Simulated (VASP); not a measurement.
Wanted: the native input for a VASP 6.6.1 run.

| Item | Value |
| --- | --- |
| Task | single point |
| Functional | RPBE |
| Dispersion | D3(BJ) |
| Potentials or basis | VASP PAW PBE potentials, release 64 (Hf_pv, O) |
| Cutoff | 520 eV |
| k mesh | 9 × 9 × 9 |
| Occupations | fermi-dirac, width 0.05 eV |
| Spin | no spin polarisation |
| Dipole correction | no |
| Further INCAR settings | ALGO = Normal; EDIFF = 1e-06; NBANDS = 18 |

The structure of HfO2 lies in POSCAR:

```
HfO2
1.0
    0.0000000000      2.4913667924      2.4913667924
    2.4913667924      0.0000000000      2.4913667924
    2.4913667924      2.4913667924      0.0000000000
Hf O
1 2
Direct
    0.0000000000      0.0000000000      0.0000000000
    0.7500000000      0.7500000000      0.7500000000
    0.2500000000      0.2500000000      0.2500000000
```

One way to write it, as run:

INCAR

```
ALGO = Normal
EDIFF = 1E-6
ENCUT = 520
GGA = RP
ISIF = 2
ISMEAR = -1
IVDW = 12
LASPH = True
LCHARG = True
LELF = True
LREAL = False
LVHAR = True
LWAVE = False
NBANDS = 18
NELM = 80
PREC = Accurate
SIGMA = 0.05
```

KPOINTS

```
k-points
0
Gamma
  9 9 9
```

Potentials or basis: VASP PAW PBE potentials, release 64 (Hf_pv, O).

The run is started by

```console
$ cat potpaw_PBE.64/Hf_pv/POTCAR potpaw_PBE.64/O/POTCAR > POTCAR
$ mpirun -np 1 vasp_std > vasp.out
```

Results of the run:

- Pressure: -4.4 GPa
- Band gap on the k mesh: 4.13 eV (least direct gap 4.29 eV)
- Dispersion energy per atom: -1.379 eV

Caveat: the cell stands under tension; the PAW data sets were made with another functional, which shifts forces and pressure a little; spin-orbit coupling is left out, which moves the levels of the heavy elements; an odd mesh through Γ misses points on the zone boundary, where band edges can lie.

Run time: 9.5 s on 1 thread of Intel(R) Xeon(R) 6975P-C (Granite Rapids), with other jobs on the host, peak memory 0.17 GiB.
